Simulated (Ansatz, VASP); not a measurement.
Two plane-wave programs on TaN

Contents of INCAR:

```
SYSTEM = TaN
PREC = Accurate
ENCUT = 520
EDIFF = 1E-8
ISMEAR = -1
SIGMA = 0.01
LREAL = .FALSE.
LASPH = .TRUE.
NELM = 60
ALGO = Normal
ISIF = 2
LWAVE = .FALSE.
LCHARG = .FALSE.
GGA = PS
LEFG = .TRUE.
NBANDS = 24
```

Contents of KPOINTS:

```
regular mesh
0
G
  11 11 6
  0 0 0
```

POSCAR

```
TaN
1.0
    3.0480019786      0.0000000000      0.0000000000
   -1.5240009893      2.6396471442      0.0000000000
    0.0000000000      0.0000000000      4.9180000000
Ta N
2 2
Direct
    0.0000000000      0.0000000000      0.0000000000
    0.0000000000      0.0000000000      0.5000000000
    0.3333333333      0.6666666667      0.2500000000
    0.6666666667      0.3333333333      0.7500000000
```

Input for Ansatz:

```yaml
crystal:
  lattice:
    - [3.0480019786, 0.0, 0.0]
    - [-1.5240009893, 2.6396471442, 0.0]
    - [0.0, 0.0, 4.918]
  atoms:
    - { symbol: Ta, position: [0.0, 0.0, 0.0] }
    - { symbol: Ta, position: [0.0, 0.0, 0.5] }
    - { symbol: "N", position: [0.3333333333, 0.6666666667, 0.25] }
    - { symbol: "N", position: [0.6666666667, 0.3333333333, 0.75] }
kpoints:
  mp_grid: { grid: [11, 11, 6] }
  band_path:
    path:
      - [0.0, 0.0, 0.0]
      - [0.5, 0.0, 0.0]
      - [0.3333333333, 0.3333333333, 0.0]
      - [0.0, 0.0, 0.0]
      - [0.0, 0.0, 0.5]
      - [0.5, 0.0, 0.5]
      - [0.3333333333, 0.3333333333, 0.5]
      - [0.0, 0.0, 0.5]
      - [0.5, 0.0, 0.5]
    npoints: 14
scf:
  occupations: { method: fermi_dirac, width: 0.01 }
hamiltonian:
  xc: pbesol
  pseudopotentials: { kind: paw }
output:
  forces: true
  stress: true
  eigenvalues: true
  efg: { contact_densities: true }
  populations: true
  bader: true
  dos: { projected: true, de: 0.2, e_range: [-14, 8] }
  write_density: true
  write_potential: true
  elf: true
  volumetric_format: npy
```

Alike in both runs: task electric field gradients; functional PBEsol; k mesh 11 × 11 × 6; occupations fermi-dirac, width 0.01 eV; no spin polarisation.

```csv
,VASP,Ansatz
version,VASP 6.6.1,Ansatz 0.2.0
potentials or method,"VASP PAW PBE potentials, release 64 (Ta_pv, N)","PAW with Ansatz's default frozen-core files, scalar-relativistic"
plane-wave cutoff (eV),520,420
valence electrons in the cell,32,36
```

|  | VASP | Ansatz | Ansatz less VASP |
| --- | --- | --- | --- |
| size of Vzz on the site where it differs most (V/Å²) | 169.1 | 191.7 | +22.53 |

VASP's potentials were made for PBE, not for PBEsol. The functional is the same, so the differences come from potentials, cutoffs and numerics. VASP's potentials hold 32 valence electrons a cell and Ansatz's 36, so a difference there can come from the potentials and not from the codes.

Neither program's run includes spin-orbit coupling.
